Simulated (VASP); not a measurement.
# SiW12 in VASP: single point with PBE+D3(BJ)

Aim: the single point of SiW12 with PBE+D3(BJ).

Program: VASP 6.6.1. These are calculated values, not measurements. Logs are shortened: lines on timing, memory, paths and dates and some standing lists are left out, and cuts for length are marked.

## (1) The cell of the first run

The cell holds a slab with vacuum, 13 atoms: a = 5.664 Å, b = 5.664 Å, c = 21.150 Å, α = 90.00°, β = 90.00°, γ = 90.00°.

## (2) Single point, PBE+D3(BJ)

INCAR

```
SYSTEM = SiW12
PREC = Accurate ; ENCUT = 520
EDIFF = 1E-6 ; ISMEAR = 0
SIGMA = 0.1 ; LREAL = .FALSE.
LASPH = .TRUE. ; NELM = 80
ALGO = Normal ; ISIF = 2
LWAVE = .FALSE. ; LCHARG = .FALSE.
LDIPOL = .TRUE. ; IDIPOL = 3
DIPOL = 0.5 0.5 0.304 ; GGA = PE
IVDW = 12 ; NBANDS = 98
```

KPOINTS

```
Automatic mesh
0
G
  5 5 1
  0 0 0
```

POSCAR

```
SiW12
1.0
    5.6644156868      0.0000000000      0.0000000000
    0.0000000000      5.6644156868      0.0000000000
    0.0000000000      0.0000000000     21.1500668291
W Si
12 1
Direct
    0.2500000000      0.2500000000      0.1891246979
    0.2500000000      0.7500000000      0.1891246979
    0.7500000000      0.2500000000      0.1891246979
    0.7500000000      0.7500000000      0.1891246979
    0.0000000000      0.0000000000      0.2848852803
    0.0000000000      0.5000000000      0.2848852803
    0.5000000000      0.0000000000      0.2848852803
    0.5000000000      0.5000000000      0.2848852803
    0.2500000000      0.2500000000      0.3806166143
    0.2500000000      0.7500000000      0.3806166143
    0.7500000000      0.2500000000      0.3806166143
    0.7500000000      0.7500000000      0.3806166143
    0.2500000000      0.5000000000      0.5271882552
```

Potentials or basis: VASP PAW PBE potentials, release 64 (W_sv, Si).

Launch:

```bash
$ cat potpaw_PBE.64/W_sv/POTCAR potpaw_PBE.64/Si/POTCAR > POTCAR
$ mpirun -np 1 vasp_std > vasp.out
```

OUTCAR:

```text
SYSTEM = SiW12
   PREC = Accurate
   ENCUT = 520
   EDIFF = 1E-6
   ISMEAR = 0
   LREAL = .FALSE.
   LASPH = .TRUE.
   NELM = 80
   ISIF = 2
   GGA = PE
   IVDW = 12
 IVDW          = 12

 ion  position               nearest neighbor table
   1  0.250  0.250  0.189-   2 2.83   3 2.83   2 2.83   3 2.83   7 2.85   8 2.85   5 2.85   6 2.85

   2  0.250  0.750  0.189-   1 2.83   4 2.83   1 2.83   4 2.83   7 2.85   8 2.85   5 2.85   6 2.85

   3  0.750  0.250  0.189-   1 2.83   4 2.83   4 2.83   1 2.83   7 2.85   8 2.85   5 2.85   6 2.85
[... 15 lines left out ...]
  11  0.750  0.250  0.381-   9 2.83  12 2.83  12 2.83   9 2.83   5 2.85   6 2.85   7 2.85   8 2.85

  12  0.750  0.750  0.381-  10 2.83  11 2.83  11 2.83  10 2.83   5 2.85   6 2.85   7 2.85   8 2.85

  13  0.250  0.500  0.527-

  LATTYP: Found a simple tetragonal cell.
 ALAT       =     5.6644156868
 C/A-ratio  =     3.7338479375

  Lattice vectors:

 A1 = (   5.6644156868,   0.0000000000,   0.0000000000)
 A2 = (   0.0000000000,   5.6644156868,   0.0000000000)
 A3 = (   0.0000000000,   0.0000000000,  21.1500668291)

Analysis of symmetry for initial positions (statically):
=====================================================================
 Subroutine PRICEL returns:
 Original cell was already a primitive cell.

 Routine SETGRP: Setting up the symmetry group for a
 simple tetragonal supercell.

 Subroutine GETGRP returns: Found  4 space group operations
 (whereof  2 operations were pure point group operations)
 out of a pool of 16 trial point group operations.

The static configuration has the point symmetry C_1h.
 The point group associated with its full space group is C_2v.

Analysis of symmetry for dynamics (positions and initial velocities):
=====================================================================
 Subroutine PRICEL returns:
 Original cell was already a primitive cell.

 Routine SETGRP: Setting up the symmetry group for a
 simple tetragonal supercell.

 Subroutine GETGRP returns: Found  4 space group operations
 (whereof  2 operations were pure point group operations)
 out of a pool of 16 trial point group operations.

The dynamic configuration has the point symmetry C_1h.
 The point group associated with its full space group is C_2v.

 Subroutine INISYM returns: Found  4 space group operations
 (whereof  2 operations are pure point group operations),
 and found     1 'primitive' translations

----------------------------------------------------------------------------------------

                                     Primitive cell

  volume of cell :     678.6127

  direct lattice vectors                    reciprocal lattice vectors
     5.664415687  0.000000000  0.000000000     0.176540716  0.000000000  0.000000000
     0.000000000  5.664415687  0.000000000     0.000000000  0.176540716  0.000000000
     0.000000000  0.000000000 21.150066829     0.000000000  0.000000000  0.047281174

  length of vectors
     5.664415687  5.664415687 21.150066829     0.176540716  0.176540716  0.047281174

  position of ions in fractional coordinates (direct lattice)
     0.250000000  0.250000000  0.189124698
     0.250000000  0.750000000  0.189124698
     0.750000000  0.250000000  0.189124698
     0.750000000  0.750000000  0.189124698
     0.000000000  0.000000000  0.284885280
     0.000000000  0.500000000  0.284885280
     0.500000000  0.000000000  0.284885280
     0.500000000  0.500000000  0.284885280
     0.250000000  0.250000000  0.380616614
     0.250000000  0.750000000  0.380616614
     0.750000000  0.250000000  0.380616614
     0.750000000  0.750000000  0.380616614
     0.250000000  0.500000000  0.527188255

  ion indices of the primitive-cell ions
   primitive index   ion index
                 1           1
                 2           2
                 3           3
                 4           4
                 5           5
                 6           6
                 7           7
                 8           8
                 9           9
                10          10
                11          11
                12          12
                13          13

----------------------------------------------------------------------------------------

 KPOINTS: Automatic mesh

Automatic generation of k-mesh.
 Grid dimensions read from file:
 generate k-points for:    5    5    1

 Generating k-lattice:

  Cartesian coordinates                     Fractional coordinates (reciprocal lattice)
     0.035308143  0.000000000  0.000000000     0.200000000  0.000000000  0.000000000
     0.000000000  0.035308143  0.000000000     0.000000000  0.200000000  0.000000000
     0.000000000  0.000000000  0.047281174     0.000000000  0.000000000  1.000000000

  Length of vectors
     0.035308143  0.035308143  0.047281174

  Shift w.r.t. Gamma in fractional coordinates (k-lattice)
     0.000000000  0.000000000  0.000000000

 Subroutine IBZKPT returns following result:
 ===========================================

 Found      9 irreducible k-points:

 Following reciprocal coordinates:
            Coordinates               Weight
  0.000000  0.000000  0.000000      1.000000
  0.200000  0.000000  0.000000      2.000000
  0.000000  0.200000  0.000000      2.000000
  0.400000  0.000000  0.000000      2.000000
  0.000000  0.400000  0.000000      2.000000
  0.200000  0.200000  0.000000      4.000000
  0.400000  0.200000  0.000000      4.000000
 -0.200000  0.400000  0.000000      4.000000
  0.400000  0.400000  0.000000      4.000000
   k-points           NKPTS =      9   k-points in BZ     NKDIM =      9   number of bands    NBANDS=     98
   number of dos      NEDOS =    301   number of ions     NIONS =     13
   total plane-waves  NPLWV = 282240
   dimension x,y,z NGX =    42 NGY =   42 NGZ =  160
   dimension x,y,z NGXF=    84 NGYF=   84 NGZF=  320
   ions per type =              12   1
   NGX,Y,Z   is equivalent  to a cutoff of  12.33, 12.33, 12.58 a.u.
   NGXF,Y,Z  is equivalent  to a cutoff of  24.65, 24.65, 25.15 a.u.
 SYSTEM =  SiW12
   PREC   = accura    normal or accurate (medium, high low for compatibility)
   ISTART =      0    job   : 0-new  1-cont  2-samecut
   ICHARG =      2    charge: 1-file 2-atom 10-const
   ISPIN  =      1    spin polarized calculation?
   LNONCOLLINEAR =      F non collinear calculations
   LSORBIT =      F    spin-orbit coupling
   LASPH  =      T    aspherical Exc in radial PAW
   ENCUT  =  520.0 eV  38.22 Ry    6.18 a.u.  10.53 10.53 39.33*2*pi/ulx,y,z
   NELM   =     80;   NELMIN=  2; NELMDL= -5     # of ELM steps
   EDIFF  = 0.1E-05   stopping-criterion for ELM
   LREAL  =      F    real-space projection
   EDIFFG = 0.1E-04   stopping-criterion for IOM
   NSW    =      0    number of steps for IOM
   IBRION =     -1    ionic relax: 0-MD 1-quasi-New 2-CG
   NFREE  =      0    steps in history (QN), initial steepest desc. (CG)
   ISIF   =      2    stress and relaxation
   ISYM   =      2    0-nonsym 1-usesym 2-fastsym
   POTIM  = 0.5000    time-step for ionic-motion
   TEBEG  =    0.0;   TEEND  =   0.0 temperature during run
   PSTRESS=    0.0 pullay stress
   NELECT =     172.0000    total number of electrons
   NUPDOWN=      -1.0000    fix difference up-down
   EMIN   =  10.00;   EMAX   =-10.00  energy-range for DOS
   EFERMI =   0.00;   METHOD = LEGACY
   ISMEAR =     0;   SIGMA  =   0.10  broadening in eV -4-tet -1-fermi 0-gaus
   EFERMI_NEDOS =   21; number of points for ismear=-14 and -15
   IALGO  =     38    algorithm
   IMIX   =      4    mixing-type and parameters
     AMIX     =   0.40;   BMIX     =  1.00
     AMIX_MAG =   1.60;   BMIX_MAG =  1.00
  volume/ion in A,a.u.               =      52.20       352.27
  Fermi-wavevector in a.u.,A,eV,Ry     =   1.036041  1.957834 14.604238  1.073381
  Thomas-Fermi vector in A             =   2.170413
   LORBIT       =      0    0 simple, 1 ext, 2 COOP (PROOUT), +10 PAW based schemes
   GGA     = PE    functional components
   LHFCALC =     F    Hartree Fock is set to
   AEXX    =    0.0000 exact exchange contribution
   IVDW    =    12    specifies the selected vdW correction
   LEPSILON=     F    determine dielectric tensor
   LRPA    =     F    only Hartree local field effects (RPA)
 non-spin polarized calculation
 Gauss-broadening in eV      SIGMA  =   0.10
  energy-cutoff  :      520.00
  volume of cell :      678.61
 maximum number of plane-waves:     18347
 NGX is ok and might be reduce to    42
   NGX = 21   NGY = 21   NGZ = 79

 dipolmoment           0.000000      0.000000      0.027231 electrons x Angstroem

 number of electron     171.9999987 magnetization

 dipolmoment           0.000000      0.000000     -0.055240 electrons x Angstroem

 Free energy of the ion-electron system (eV)
  ---------------------------------------------------
  ext. energy  EPLUGINS =         0.00000000
  ---------------------------------------------------
  free energy    TOTEN  =      -139.69428137 eV

  energy without entropy =     -139.56894939  energy(sigma->0) =     -139.63161538

 E-fermi :   0.3180     XC(G=0):  -5.4690

 val. band max:        0.3112816132   @ k =  -0.2000   0.4000   0.0000
 cond. band min:       0.3195904312   @ k =   0.4000   0.0000   0.0000
 fundamental gap:      0.0083088180
 Fermi energy:         0.3180053753

 k-point     1 :       0.0000    0.0000    0.0000
  band No.  band energies     occupation
      1     -73.6344      2.00000
      2     -73.5849      2.00000
      3     -73.5848      2.00000
      4     -73.5595      2.00000
      5     -73.5472      2.00000
      6     -73.5039      2.00000
[... 898 lines left out ...]
     97       1.1942      0.00000
     98       1.2347      0.00000

------------------------ aborting loop because EDIFF is reached ----------------------------------------

 vacuum level on the upper side and lower side of the slab       (xc-potential included)        -0.372        -0.038

 Edisp (eV)   -5.13981

 E8    (eV) :    -2.7217

  FORCE on cell =-STRESS in cart. coord.  units (eV):
  Direction    XX          YY          ZZ          XY          YZ          ZX
  --------------------------------------------------------------------------------------
  -------------------------------------------------------------------------------------
  Total     -35.74140   -35.71901    -8.83657     0.00000     0.00000     0.00000
  in kB     -84.38401   -84.33115   -20.86278     0.00000     0.00000     0.00000
  external pressure =      -63.19 kB  Pullay stress =        0.00 kB

 VOLUME and BASIS-vectors are now :
 -----------------------------------------------------------------------------
  energy-cutoff  :      520.00
  volume of cell :      678.61
      direct lattice vectors                 reciprocal lattice vectors
     5.664415687  0.000000000  0.000000000     0.176540716  0.000000000  0.000000000
     0.000000000  5.664415687  0.000000000     0.000000000  0.176540716  0.000000000
     0.000000000  0.000000000 21.150066829     0.000000000  0.000000000  0.047281174

 POSITION                                       TOTAL-FORCE (eV/Angst)
 -----------------------------------------------------------------------------------
      1.41610      1.41610      4.00000        -0.000000     -0.087669      0.167597
      1.41610      4.24831      4.00000        -0.000000      0.087669      0.167597
      4.24831      1.41610      4.00000        -0.000000     -0.013812      0.041359
      4.24831      4.24831      4.00000        -0.000000      0.013812      0.041359
      0.00000      0.00000      6.02534        -0.130031     -0.000000     -0.358376
      0.00000      2.83221      6.02534        -0.111649     -0.000000     -0.124099
      2.83221      0.00000      6.02534         0.130031     -0.000000     -0.358376
      2.83221      2.83221      6.02534         0.111649     -0.000000     -0.124099
      1.41610      1.41610      8.05007        -0.000000      0.149608      1.357299
      1.41610      4.24831      8.05007        -0.000000     -0.149608      1.357299
      4.24831      1.41610      8.05007        -0.000000      0.059933      0.352021
      4.24831      4.24831      8.05007        -0.000000     -0.059933      0.352021
      1.41610      2.83221     11.15007        -0.000000     -0.000000     -2.871601
 -----------------------------------------------------------------------------------
    total drift:                                0.000000      0.000000     -0.000116

  FREE ENERGIE OF THE ION-ELECTRON SYSTEM (eV)
  ---------------------------------------------------
  free  energy   TOTEN  =      -144.8340873967 eV

  energy  without entropy=     -144.7087554154  energy(sigma->0) =     -144.77142141

 vacuum level on the upper side and lower side of the slab         4.463         4.815
```

It took 18 min on 1 thread of Intel Xeon 6975P-C (Granite Rapids), shared host; peak memory 0.82 GiB.

Results:

| Item | Value |
| --- | --- |
| Free energy | -144.8341 eV |
| Largest force | 2.872 eV/Å |
| Band gap on the k mesh | zero (band 86 reaches 0.46 eV, above the bottom of band 87 at 0.15 eV) |
| Dispersion energy per atom | -0.395 eV |

Forces in eV/Å, atoms in the order of the input:
```
W    0.000 -0.088  0.168
W    0.000  0.088  0.168
W    0.000 -0.014  0.041
W    0.000  0.014  0.041
W   -0.130  0.000 -0.358
W   -0.112  0.000 -0.124
W    0.130  0.000 -0.358
W    0.112  0.000 -0.124
W    0.000  0.150  1.357
W    0.000 -0.150  1.357
W    0.000  0.060  0.352
W    0.000 -0.060  0.352
Si   0.000  0.000 -2.872
```

Caveat: spin-orbit coupling is left out, which moves the levels of the heavy elements.
